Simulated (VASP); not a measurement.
Crystal: Mo.

```
CELL_PARAMETERS angstrom
-1.58381 1.58381 1.58381
1.58381 -1.58381 1.58381
1.58381 1.58381 -1.58381
ATOMIC_POSITIONS crystal
Mo 0.00000 0.00000 0.00000
```

```yaml
Program: VASP 6.6.1
Task: relaxation of cell and atoms
Functional: BLYP
Dispersion: D3(BJ)
Potentials_or_basis: VASP PAW PBE potentials, release 64 (Mo_sv)
Cutoff: 600 eV
k_mesh: 12 × 12 × 12
Occupations: fermi-dirac, width 0.05 eV
Spin: no spin polarisation
```

At the start: pressure -8.7 GPa; volume 15.89 Å³/atom.

Question: Where does the relaxation end?

Answer: Over 4 steps the energy falls by 14.8 meV/atom and the volume is 15.36 Å³/atom (-3.3 %); space group Im-3m (No. 229, to 0.05 Å).

Step by step:
```
step  energy change (eV)  largest force (eV/Å)  pressure (GPa)  volume (Å³)
   1              0.0000                0.0000           -8.68        15.89
   2              0.1083                0.0000           31.33        13.99
   3             -0.0148                0.0000           -0.34        15.38
   4             -0.0148                0.0000           -0.02        15.36
```

Final structure:
```
Mo
1.0
    -1.56605    1.56605    1.56605
     1.56605   -1.56605    1.56605
     1.56605    1.56605   -1.56605
Mo
1
Direct
  0.00000 0.00000 0.00000
```

Caveat: the PAW data sets were made with another functional, which shifts forces and pressure a little; pairwise dispersion overbinds metals, which lowers pressure and volume.
